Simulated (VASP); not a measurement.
Write the native input for VASP 6.6.1 that does the following.

| Property | Result |
| --- | --- |
| Task | single point |
| Functional | PBE |
| Potentials or basis | VASP PAW PBE potentials, release 64 (Ir, P) |
| Cutoff | 520 eV |
| k mesh | 13 × 13 × 13 |
| Occupations | fermi-dirac, width 0.05 eV |
| Spin | no spin polarisation |
| Dipole correction | no |
| Further INCAR settings | ALGO = Normal; EDIFF = 1e-06; NBANDS = 14 |

The structure of PIr (rocksalt type) lies in POSCAR:

```
PIr
1.0
    0.0000000000      2.4648029302      2.4648029302
    2.4648029302      0.0000000000      2.4648029302
    2.4648029302      2.4648029302      0.0000000000
Ir P
1 1
Direct
    0.0060856792      0.0060856792     -0.0060856792
    0.5000000000      0.5000000000      0.5000000000
```

This cell differs from its parent crystal: atom 1 (Ir) moved by [0.0, 0.0, 0.03] A.

The input as run:

INCAR

```
  PREC = Accurate
  ENCUT = 520
  EDIFF = 1E-6
  ISMEAR = -1
  SIGMA = 0.05
  LREAL = F
  LASPH = T
  NELM = 80
  ALGO = Normal
  ISIF = 2
  LWAVE = F
  LCHARG = F
  GGA = PE
  NBANDS = 14
```

KPOINTS

```
regular mesh
0
Gamma
  13 13 13
```

Potentials or basis: VASP PAW PBE potentials, release 64 (Ir, P).

Run with:

```sh
$ cat potpaw_PBE.64/Ir/POTCAR potpaw_PBE.64/P/POTCAR > POTCAR
$ mpirun -np 1 vasp_std > vasp.out
```

Results of the run:

```json
{
  "Pressure": "0.4 GPa",
  "Largest force": "0.244 eV/Å",
  "Band gap on the k mesh": "zero (bands 7 and 8 overlap by 1.44 eV)"
}
```

Caveat: the cell differs from its parent crystal (atom 1 (Ir) moved by [0.0, 0.0, 0.03] A); spin-orbit coupling is left out, which moves the levels of the heavy elements.

It took 32 s on 1 thread of Intel(R) Xeon(R) 6975P-C (Granite Rapids) (shared host), peak memory 0.23 GiB.
